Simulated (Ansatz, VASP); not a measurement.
# InSb in VASP and in Ansatz

Contents of INCAR:

```
PREC = Accurate
ENCUT = 520
EDIFF = 1E-8
ISMEAR = -1
SIGMA = 0.03
LREAL = F
LASPH = T
NELM = 100
ALGO = Normal
ISIF = 2
LWAVE = F
LCHARG = F
LEFG = T
NBANDS = 16
```

File KPOINTS:

```
Automatic mesh
0
Gamma
  10 10 10
```

Contents of POSCAR:

```
InSb
1.0
    0.0000000000      3.1735398497      3.1735398497
    3.1735398497      0.0000000000      3.1735398497
    3.1735398497      3.1735398497      0.0000000000
In Sb
1 1
Direct
    0.0000000000      0.0000000000      0.0000000000
    0.7500000000      0.7500000000      0.7500000000
```

Input for Ansatz:

```yaml
crystal:
  lattice:
    - [0.0, 3.1735398497, 3.1735398497]
    - [3.1735398497, 0.0, 3.1735398497]
    - [3.1735398497, 3.1735398497, 0.0]
  atoms:
    - { symbol: In, position: [0.0, 0.0, 0.0] }
    - { symbol: Sb, position: [0.75, 0.75, 0.75] }
kpoints:
  mp_grid: { grid: [10, 10, 10] }
scf:
  occupations: { method: fermi_dirac, width: 0.03 }
hamiltonian:
  xc: lda
  pseudopotentials: { kind: all_electron, datasets: crystal }
output:
  forces: true
  stress: true
  eigenvalues: true
  efg: { contact_densities: true }
```

Change from the starting cell: volume scaled by 0.9405, crystal datasets.

Alike in both runs: task electric field gradients; functional LDA; k mesh 10 × 10 × 10; occupations fermi-dirac, width 0.03 eV; no spin polarisation.

|  | VASP | Ansatz |
| --- | --- | --- |
| version | VASP 6.6.1 | Ansatz 0.2.0 |
| potentials or method | VASP PAW LDA potentials, release 64 (In_d, Sb), cutoff 520 eV | all-electron PAW with datasets made for the crystal, scalar-relativistic |

```tsv
	VASP	Ansatz	Ansatz less VASP
pressure (GPa)	2.6	2.5	-0.10
```

LDA's correlation is that of Perdew and Zunger in VASP and of Perdew and Wang (1992) in Ansatz. Ansatz ran all-electron here, and VASP with PAW potentials.

Neither program's run includes spin-orbit coupling.
